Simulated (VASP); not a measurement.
Here is a VASP 6.6.1 calculation.

Contents of INCAR:

```
SYSTEM = MgS
PREC     = Accurate       ! precision mode
ENCUT    = 600            ! plane-wave cutoff, eV
EDIFF    = 1E-6           ! SCF threshold, eV
ISMEAR   = -1             ! smearing method
SIGMA    = 0.1            ! smearing width, eV
LREAL    = .False.        ! projectors in reciprocal space
LASPH    = .True.         ! aspherical terms in the spheres
NELM     = 120            ! most SCF steps
ALGO     = Normal         ! electronic algorithm
ISIF     = 2              ! what is computed and relaxed
LWAVE    = .False.        ! write WAVECAR
LCHARG   = .False.        ! write CHGCAR
GGA      = PS             ! functional
NBANDS   = 16             ! bands
GGA_COMPAT= .False.
```

KPOINTS

```
Automatic mesh
0
Gamma
  5 5 3
  0 0 0
```

Contents of POSCAR:

```
MgS
1.0
    4.0346220000      0.0000000000      0.0000000000
   -2.0173110000      3.4940850000      0.0000000000
    0.0000000000      0.0000000000      6.4322940000
Mg S
2 2
Direct
    0.6666666667      0.3333333333      0.4957550000
    0.3333333333      0.6666666667      0.9957550000
    0.3333333333      0.6666666667      0.3792440000
    0.6666666667      0.3333333333      0.8792440000
```

Potentials or basis: VASP PAW PBE potentials, release 64 (Mg, S).

Run with:

```sh
$ cat potpaw_PBE.64/Mg/POTCAR potpaw_PBE.64/S/POTCAR > POTCAR
$ mpirun -np 1 vasp_std > vasp.out
```

Task: Predict the largest force.

Result: 0.045 eV/Å.

Task: Predict the pressure.

Result: -0.4 GPa.

Task: What does it give for the band gap on the k mesh?

Result: 3.27 eV.

Stress tensor (GPa, compression positive):
```
-0.26  0.00  0.00
 0.00 -0.26  0.00
 0.00  0.00 -0.61
```

Caveat: the PAW data sets were made with another functional, which shifts forces and pressure a little.
